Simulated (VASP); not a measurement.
Crystal: GaN.

```
Ga N
1.0
     3.18315    0.00000    0.00000
    -1.59157    2.75669    0.00000
     0.00000    0.00000    5.18363
Ga N
2 2
Direct
  0.33333 0.66667 0.99911
  0.66667 0.33333 0.49911
  0.33333 0.66667 0.37589
  0.66667 0.33333 0.87589
```

Base run:

| Property | Result |
| --- | --- |
| Program | VASP 6.6.1 |
| Functional | r2SCAN |
| Potentials or basis | VASP PAW PBE potentials, release 64 (Ga_d, N) |
| Cutoff | 520 eV |
| k mesh | 9 × 9 × 4 |
| Occupations | gaussian, width 0.01 eV |
| Spin | no spin polarisation |

Its results: band gap on the k mesh 2.34 eV, direct; pressure 1.1 GPa; largest force 0.005 eV/Å.

Problem. The run is repeated on the same cell with these changes: functional from r2SCAN to PBE; k mesh from 9 × 9 × 4 to 12 × 12 × 6. What comes out?

Solution. Band gap on the k mesh 1.94 eV, direct; pressure 6.3 GPa; largest force 0.005 eV/Å.

Several settings changed at once, so the effect can't be laid on one alone.

Caveats: the PAW data sets were made with another functional, which shifts forces and pressure a little (some runs).

